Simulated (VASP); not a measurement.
# ZnCu (Pm-3m) in VASP: notebook, part 2 of 2

VASP 6.6.1. The steps go on from the part before.

### Step 3. Single point, LDA

This run uses another cell than the first one, of 11.81 Å³/atom, 1.028 times its volume.

Contents of INCAR:

```
SYSTEM = ZnCu
  ALGO = Normal
  EDIFF = 1E-6
  ENCUT = 520
  GGA = CA
  ISIF = 2
  ISMEAR = 1
  LASPH = .TRUE.
  LCHARG = .TRUE.
  LELF = .TRUE.
  LREAL = .FALSE.
  LVHAR = .TRUE.
  LWAVE = .FALSE.
  NBANDS = 18
  NELM = 60
  PREC = Accurate
  SIGMA = 0.15
```

Contents of KPOINTS:

```
k-points
0
G
  8 8 8
  0 0 0
```

Contents of POSCAR:

```
ZnCu
1.0
    2.8694536237      0.0000000000      0.0000000000
    0.0000000000      2.8694536237      0.0000000000
    0.0000000000      0.0000000000      2.8694536237
Zn Cu
1 1
Direct
    0.5000000000      0.5000000000      0.5000000000
    0.0000000000      0.0000000000      0.0000000000
```

Potentials or basis: VASP PAW LDA potentials, release 64 (Zn, Cu).

Command:

```
$ cat potpaw_LDA.64/Zn/POTCAR potpaw_LDA.64/Cu/POTCAR > POTCAR
$ mpirun -np 1 vasp_std > vasp.out
```

OUTCAR:

```text
SYSTEM = ZnCu
   EDIFF = 1E-6
   ENCUT = 520
   GGA = CA
   ISIF = 2
   ISMEAR = 1
   LASPH = .TRUE.
   LREAL = .FALSE.
   NELM = 60
   PREC = Accurate

 ion  position               nearest neighbor table
   1  0.500  0.500  0.500-   2 2.49   2 2.49   2 2.49   2 2.49   2 2.49   2 2.49   2 2.49   2 2.49

   2  0.000  0.000  0.000-   1 2.49   1 2.49   1 2.49   1 2.49   1 2.49   1 2.49   1 2.49   1 2.49

  LATTYP: Found a simple cubic cell.
 ALAT       =     2.8694536237

  Lattice vectors:

 A1 = (   2.8694536237,   0.0000000000,   0.0000000000)
 A2 = (   0.0000000000,   2.8694536237,   0.0000000000)
 A3 = (   0.0000000000,   0.0000000000,   2.8694536237)

Analysis of symmetry for initial positions (statically):
=====================================================================
 Subroutine PRICEL returns:
 Original cell was already a primitive cell.

 Routine SETGRP: Setting up the symmetry group for a
 simple cubic supercell.

 Subroutine GETGRP returns: Found 48 space group operations
 (whereof 48 operations were pure point group operations)
 out of a pool of 48 trial point group operations.

The static configuration has the point symmetry O_h .

Analysis of symmetry for dynamics (positions and initial velocities):
=====================================================================
 Subroutine PRICEL returns:
 Original cell was already a primitive cell.

 Routine SETGRP: Setting up the symmetry group for a
 simple cubic supercell.

 Subroutine GETGRP returns: Found 48 space group operations
 (whereof 48 operations were pure point group operations)
 out of a pool of 48 trial point group operations.

The dynamic configuration has the point symmetry O_h .

 Subroutine INISYM returns: Found 48 space group operations
 (whereof 48 operations are pure point group operations),
 and found     1 'primitive' translations

----------------------------------------------------------------------------------------

                                     Primitive cell

  volume of cell :      23.6264

  direct lattice vectors                    reciprocal lattice vectors
     2.869453624  0.000000000  0.000000000     0.348498401  0.000000000  0.000000000
     0.000000000  2.869453624  0.000000000     0.000000000  0.348498401  0.000000000
     0.000000000  0.000000000  2.869453624     0.000000000  0.000000000  0.348498401

  length of vectors
     2.869453624  2.869453624  2.869453624     0.348498401  0.348498401  0.348498401

  position of ions in fractional coordinates (direct lattice)
[... 8 lines left out ...]
----------------------------------------------------------------------------------------

 KPOINTS: k-points

Automatic generation of k-mesh.
 Grid dimensions read from file:
 generate k-points for:    8    8    8

 Generating k-lattice:

  Cartesian coordinates                     Fractional coordinates (reciprocal lattice)
     0.043562300  0.000000000  0.000000000     0.125000000  0.000000000  0.000000000
     0.000000000  0.043562300  0.000000000     0.000000000  0.125000000  0.000000000
     0.000000000  0.000000000  0.043562300     0.000000000  0.000000000  0.125000000

  Length of vectors
     0.043562300  0.043562300  0.043562300

  Shift w.r.t. Gamma in fractional coordinates (k-lattice)
     0.000000000  0.000000000  0.000000000

 Subroutine IBZKPT returns following result:
 ===========================================

 Found     35 irreducible k-points:

 Following reciprocal coordinates:
            Coordinates               Weight
  0.000000  0.000000  0.000000      1.000000
  0.125000  0.000000  0.000000      6.000000
  0.250000  0.000000  0.000000      6.000000
  0.375000  0.000000  0.000000      6.000000
  0.500000  0.000000  0.000000      3.000000
  0.125000  0.125000  0.000000     12.000000
[... 16 lines left out ...]
  0.375000  0.375000  0.125000     24.000000
  0.500000  0.375000  0.125000     24.000000
 [... further k-points ...]
   k-points           NKPTS =     35   k-points in BZ     NKDIM =     35   number of bands    NBANDS=     18
   number of dos      NEDOS =    301   number of ions     NIONS =      2
   total plane-waves  NPLWV =  13824
   dimension x,y,z NGX =    24 NGY =   24 NGZ =   24
   dimension x,y,z NGXF=    48 NGYF=   48 NGZF=   48
   ions per type =               1   1
   NGX,Y,Z   is equivalent  to a cutoff of  13.90, 13.90, 13.90 a.u.
   NGXF,Y,Z  is equivalent  to a cutoff of  27.81, 27.81, 27.81 a.u.
 SYSTEM =  ZnCu
   PREC   = accura    normal or accurate (medium, high low for compatibility)
   ISTART =      0    job   : 0-new  1-cont  2-samecut
   ICHARG =      2    charge: 1-file 2-atom 10-const
   ISPIN  =      1    spin polarized calculation?
   LNONCOLLINEAR =      F non collinear calculations
   LSORBIT =      F    spin-orbit coupling
   LASPH  =      T    aspherical Exc in radial PAW
   ENCUT  =  520.0 eV  38.22 Ry    6.18 a.u.   5.34  5.34  5.34*2*pi/ulx,y,z
   NELM   =     60;   NELMIN=  2; NELMDL= -5     # of ELM steps
   EDIFF  = 0.1E-05   stopping-criterion for ELM
   LREAL  =      F    real-space projection
   EDIFFG = 0.1E-04   stopping-criterion for IOM
   NSW    =      0    number of steps for IOM
   IBRION =     -1    ionic relax: 0-MD 1-quasi-New 2-CG
   NFREE  =      0    steps in history (QN), initial steepest desc. (CG)
   ISIF   =      2    stress and relaxation
   ISYM   =      2    0-nonsym 1-usesym 2-fastsym
   POTIM  = 0.5000    time-step for ionic-motion
   TEBEG  =    0.0;   TEEND  =   0.0 temperature during run
   PSTRESS=    0.0 pullay stress
   NELECT =      23.0000    total number of electrons
   NUPDOWN=      -1.0000    fix difference up-down
   EMIN   =  10.00;   EMAX   =-10.00  energy-range for DOS
   EFERMI =   0.00;   METHOD = LEGACY
   ISMEAR =     1;   SIGMA  =   0.15  broadening in eV -4-tet -1-fermi 0-gaus
   EFERMI_NEDOS =   21; number of points for ismear=-14 and -15
   IALGO  =     38    algorithm
   IMIX   =      4    mixing-type and parameters
     AMIX     =   0.40;   BMIX     =  1.00
     AMIX_MAG =   1.60;   BMIX_MAG =  1.00
  volume/ion in A,a.u.               =      11.81        79.72
  Fermi-wavevector in a.u.,A,eV,Ry     =   1.622501  3.066082 35.817454  2.632509
  Thomas-Fermi vector in A             =   2.716104
   LORBIT       =      0    0 simple, 1 ext, 2 COOP (PROOUT), +10 PAW based schemes
   GGA     = CA    functional components
   LHFCALC =     F    Hartree Fock is set to
   AEXX    =    0.0000 exact exchange contribution
   IVDW    =     0    specifies the selected vdW correction
   LEPSILON=     F    determine dielectric tensor
   LRPA    =     F    only Hartree local field effects (RPA)
 non-spin polarized calculation
 Methfessel and Paxton  Order N= 1 SIGMA  =   0.15
  energy-cutoff  :      520.00
  volume of cell :       23.63
 maximum number of plane-waves:       651
 NGX is ok and might be reduce to    24
   NGX = 11   NGY = 11   NGZ = 11

 number of electron      22.9999979 magnetization

 Free energy of the ion-electron system (eV)
  ---------------------------------------------------
  ext. energy  EPLUGINS =         0.00000000
  ---------------------------------------------------
  free energy    TOTEN  =        -6.79912542 eV

  energy without entropy =       -6.79874384  energy(sigma->0) =       -6.79899823

 E-fermi :   5.8343     XC(G=0): -13.2080

 val. band max:        5.7499575699   @ k =   0.3750   0.2500   0.1250
 cond. band min:       5.9160109666   @ k =   0.3750   0.3750   0.1250
 fundamental gap:      0.1660533967
 Fermi energy:         5.8343439369

 k-point     1 :       0.0000    0.0000    0.0000
  band No.  band energies     occupation
      1      -4.8657      2.00000
      2      -2.0943      2.00000
      3      -2.0943      2.00000
      4      -1.2710      2.00000
      5      -1.2710      2.00000
      6      -1.2710      2.00000
[... 10 lines left out ...]
     17      19.5070      0.00000
     18      30.4072      0.00000

 k-point     2 :       0.1250    0.0000    0.0000
  band No.  band energies     occupation
      1      -4.5682      2.00000
      2      -2.0542      2.00000
      3      -2.0246      2.00000
      4      -1.2979      2.00000
      5      -1.2979      2.00000
      6      -1.2555      2.00000
[... 10 lines left out ...]
     17      21.4543      0.00000
     18      28.0383      0.00000
[... 442 lines left out ...]
 k-point    24 :       0.5000    0.3750    0.1250
  band No.  band energies     occupation
      1      -2.2068      2.00000
      2      -1.8233      2.00000
      3      -1.6322      2.00000
      4      -1.5892      2.00000
      5      -1.0520      2.00000
      6       1.0241      2.00000
[... 10 lines left out ...]
     17      21.4243      0.00000
     18      22.3659      0.00000

 [... further k-points ...]
[... 5 lines left out ...]
  --------------------------------------------------------------------------------------
  -------------------------------------------------------------------------------------
  Total        0.2140769      0.2140769      0.2140769     -0.0000000      0.0000000     -0.0000000
  in kB       14.5172000     14.5172000     14.5172000     -0.0000000      0.0000000     -0.0000000
  external PRESSURE =      14.5172000 kB  Pullay stress =       0.0000000 kB

 VOLUME and BASIS-vectors are now :
 -----------------------------------------------------------------------------
  energy-cutoff  :      520.00
  volume of cell :       23.63
      direct lattice vectors                 reciprocal lattice vectors
     2.869453624  0.000000000  0.000000000     0.348498401  0.000000000  0.000000000
     0.000000000  2.869453624  0.000000000     0.000000000  0.348498401  0.000000000
     0.000000000  0.000000000  2.869453624     0.000000000  0.000000000  0.348498401

 POSITION                                       TOTAL-FORCE (eV/Angst)
 -----------------------------------------------------------------------------------
      1.43473      1.43473      1.43473         0.000000      0.000000      0.000000
      0.00000      0.00000      0.00000         0.000000      0.000000      0.000000
 -----------------------------------------------------------------------------------
    total drift:                                0.000000      0.000000     -0.000000

  FREE ENERGIE OF THE ION-ELECTRON SYSTEM (eV)
  ---------------------------------------------------
  free  energy   TOTEN  =        -6.7991254210 eV

  energy  without entropy=       -6.7987438377  energy(sigma->0) =       -6.79899823
```

OSZICAR:

```text
N       E                     dE             d eps       ncg     rms          rms(c)
DAV:   1     0.108881414903E+03    0.10888E+03   -0.11338E+04  1420   0.217E+03
DAV:   2    -0.345700394981E+01   -0.11234E+03   -0.10823E+03  1262   0.302E+02
DAV:   3    -0.800526382139E+01   -0.45483E+01   -0.45265E+01  1394   0.758E+01
DAV:   4    -0.804337031459E+01   -0.38106E-01   -0.38095E-01  1418   0.639E+00
DAV:   5    -0.804393725810E+01   -0.56694E-03   -0.56693E-03  1426   0.791E-01    0.104E+01
DAV:   6    -0.775701875901E+01    0.28692E+00   -0.15176E+01  1346   0.984E+01    0.599E+00
DAV:   7    -0.681888674990E+01    0.93813E+00   -0.33541E+00  1358   0.956E+01    0.260E+00
DAV:   8    -0.681032084398E+01    0.85659E-02   -0.13580E-01  1524   0.474E+00    0.135E+00
DAV:   9    -0.679924126681E+01    0.11080E-01   -0.99050E-03  1694   0.209E+00    0.109E-01
DAV:  10    -0.679912768881E+01    0.11358E-03   -0.90742E-04  1894   0.753E-01    0.357E-02
DAV:  11    -0.679912484843E+01    0.28404E-05   -0.68275E-05  1800   0.233E-01    0.990E-03
DAV:  12    -0.679912542095E+01   -0.57253E-06   -0.22208E-06   838   0.335E-02
   1 F= -.67991254E+01 E0= -.67989982E+01  d E =-.381583E-03
```

stdout:

```text
POSCAR found type information on POSCAR ZnCu
 POSCAR found :  2 types and       2 ions
 scaLAPACK will be used
 LDA part: xc-table for (Slater(with rela. corr.)+CA(PZ))
 , standard interpolation
 POSCAR, INCAR and KPOINTS ok, starting setup
 FFT: planning ... GRIDC
 FFT: planning ... GRID_SOFT
 FFT: planning ... GRID
 WAVECAR not read
 entering main loop
```

Run time: 24 s. Hardware: 1 thread of Intel Xeon 8259CL, shared host; peak memory 0.14 GiB.

What came out:

```
Free energy : -6.7991 eV
Pressure    : 1.5 GPa
```

### Step 4. Single point, LDA

This run uses another cell than the first one, of 12.13 Å³/atom, 1.056 times its volume.

Contents of INCAR:

```
SYSTEM = ZnCu
PREC = Accurate
ENCUT = 520
EDIFF = 1E-6
ISMEAR = 1
SIGMA = 0.15
LREAL = .FALSE.
LASPH = .TRUE.
NELM = 80
ALGO = Normal
ISIF = 2
LWAVE = .FALSE.
LCHARG = .FALSE.
NBANDS = 18
```

Contents of KPOINTS:

```
Automatic mesh
0
G
  8 8 8
  0 0 0
```

Contents of POSCAR:

```
ZnCu
1.0
    2.8950751010      0.0000000000      0.0000000000
    0.0000000000      2.8950751010      0.0000000000
    0.0000000000      0.0000000000      2.8950751010
Zn Cu
1 1
Direct
    0.5000000000      0.5000000000      0.5000000000
    0.0000000000      0.0000000000      0.0000000000
```

Command:

```
$ cat potpaw_LDA.64/Zn/POTCAR potpaw_LDA.64/Cu/POTCAR > POTCAR
$ mpirun -np 1 vasp_std > vasp.out
```

Run time: 18 s. Hardware: 1 thread of Intel Xeon 8259CL, shared host; peak memory 0.13 GiB.

It converged, with:

```yaml
Free_energy: -6.7970 eV
Pressure: -2.5 GPa
```

Levels at points of the mesh, in eV from the Fermi level:
```
           k point  band 9  band 10  band 11  band 12  band 13  band 14
(0.00, 0.00, 0.00)   -2.60    -2.60    -2.60     6.61     6.61     6.61
(0.50, 0.00, 0.00)   -3.20    -3.20    -2.69    -1.81    12.35    12.35
(0.50, 0.50, 0.00)   -2.75    -2.34    -1.77    -1.77     2.20     2.54
(0.50, 0.50, 0.50)   -2.32    -2.32     4.34     4.76     4.76     4.76
```

### Step 5. Single point, LDA

This run uses another cell than the first one, of 12.45 Å³/atom, 1.083 times its volume.

Contents of INCAR:

```
SYSTEM = ZnCu
  PREC = Accurate
  ENCUT = 520
  EDIFF = 1E-6
  ISMEAR = 1
  SIGMA = 0.15
  LREAL = .False.
  LASPH = .True.
  NELM = 80
  ALGO = Normal
  ISIF = 2
  LWAVE = .False.
  LCHARG = .False.
  NBANDS = 18
```

Contents of KPOINTS:

```
regular mesh
0
Gamma
  8 8 8
  0 0 0
```

Contents of POSCAR:

```
ZnCu
1.0
    2.9202509307      0.0000000000      0.0000000000
    0.0000000000      2.9202509307      0.0000000000
    0.0000000000      0.0000000000      2.9202509307
Zn Cu
1 1
Direct
    0.5000000000      0.5000000000      0.5000000000
    0.0000000000      0.0000000000      0.0000000000
```

Command:

```
$ cat potpaw_LDA.64/Zn/POTCAR potpaw_LDA.64/Cu/POTCAR > POTCAR
$ mpirun -np 1 vasp_std > vasp.out
```

It took 18 s on 1 thread of Intel Xeon 8259CL, shared host; peak memory 0.13 GiB.

It converged, with:

| Item | Value |
| --- | --- |
| Free energy | -6.7803 eV |
| Pressure | -5.8 GPa |

Levels at points of the mesh, in eV from the Fermi level:
| k point | band 8 | band 9 | band 10 | band 11 | band 12 | band 13 | band 14 | band 15 |
| --- | --- | --- | --- | --- | --- | --- | --- | --- |
| (0.00, 0.00, 0.00) | -3.41 | -2.55 | -2.55 | -2.55 | 6.52 | 6.52 | 6.52 | 11.81 |
| (0.50, 0.00, 0.00) | -3.55 | -3.13 | -3.13 | -2.63 | -1.79 | 12.11 | 12.11 | 12.77 |
| (0.50, 0.50, 0.00) | -2.70 | -2.70 | -2.30 | -1.69 | -1.69 | 2.08 | 2.44 | 14.30 |
| (0.50, 0.50, 0.50) | -4.17 | -2.28 | -2.28 | 4.15 | 4.69 | 4.69 | 4.69 | 4.87 |

### Step 6. The runs side by side

| cell | gap on the mesh (eV) | pressure (GPa) |
| --- | --- | --- |
| a = 2.843 Å, 2 atoms | none | 6.0 |
| a = 2.869 Å, 2 atoms | none | 1.5 |
| a = 2.895 Å, 2 atoms | none | -2.5 |
| a = 2.920 Å, 2 atoms | none | -5.8 |

Alike in all rows: task single point; level LDA; potentials or basis VASP PAW LDA potentials, release 64 (Zn, Cu); no spin polarisation; k mesh 8 × 8 × 8; cutoff (eV) 520; smearing methfessel-paxton 0.15 eV.

Absolute energies hang on the potentials; compare differences alone.
